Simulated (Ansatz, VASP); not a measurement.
One calculation of CoO, two programs

```
CELL_PARAMETERS angstrom
1.49537 0.86335 2.42355
-1.49537 0.86335 2.42355
0.00000 -1.72670 2.42355
ATOMIC_POSITIONS crystal
Co 0.97201 0.01141 0.99771
O 0.46848 0.53664 0.52783
```

Alike in both runs: task single point; functional RPBE; k mesh 8 × 8 × 8; occupations gaussian, width 0.1 eV; non-collinear spin; Hubbard terms Co d U = 6.0 eV.

|  | VASP | Ansatz |
| --- | --- | --- |
| version | VASP 6.6.1 | Ansatz 0.2.0 |
| potentials or method | VASP PAW PBE potentials, release 64 (Co, O) | Ansatz PAW |
| plane-wave cutoff (eV) | 600 | 420 |
| valence electrons in the cell | 15 | 23 |

```csv
,VASP,Ansatz,Ansatz less VASP
gap on the k mesh at the Fermi level (eV),2.22,1.82,-0.400
least direct gap on the mesh (eV),3.52,3.45,-0.069
pressure (GPa),18.5,27.1,+8.68
"traceless stress, the component that is largest in VASP (GPa)",-2.13,-1.80,+0.328
rms of the force components (eV/Å),0.557,0.483,-0.0733
net moment per atom (μB),1.50,1.50,0.000
size of the moment on the site where the two differ most (μB),0.14,0.55,+0.405
```

VASP's potentials were made for PBE, not for RPBE. Site moments also hang on the region over which each program counts them. The programs project onto different local orbitals, so the same U acts differently, and such runs can settle in different states. Atom by atom the forces differ by 0.104 eV/Å (rms over components). VASP's potentials hold 15 valence electrons a cell and Ansatz's 23, so a difference there can come from the potentials and not from the codes.

Noted on Ansatz's run: the magnetic or orbital state may not be the lowest.
